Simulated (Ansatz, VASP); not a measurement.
## Two plane-wave programs on SnAs3

```
Sn As
1.0
     4.41610    0.00000    0.00000
     0.00000    4.41610    0.00000
     0.00000    0.00000    4.41610
Sn As
1 3
Direct
  0.00000 0.00000 0.00000
  0.00000 0.50000 0.50000
  0.50000 0.00000 0.50000
  0.50000 0.50000 0.00000
```

Alike in both runs: task single point; functional PBE; k mesh 4 × 4 × 4; occupations gaussian, width 0.1 eV; no spin polarisation.

```csv
,VASP,Ansatz
version,VASP 6.6.1,Ansatz 0.2.0
potentials or method,"VASP PAW PBE potentials, release 64 (Sn_d, As), cutoff 520 eV","scalar-relativistic, plane waves, PAW"
valence electrons in the cell,29,59
```

```tsv
	VASP	Ansatz	Ansatz less VASP
gap on the k mesh at the Fermi level (eV)	none	none	-
pressure (GPa)	-0.1	-0.1	-0.01
```

A gap of «none» marks a metal or a gap that the smearing closes. With one functional, cell and mesh, what is left measures potentials, basis and numerics. VASP's potentials hold 29 valence electrons a cell and Ansatz's 59, so a difference there can come from the potentials and not from the codes.
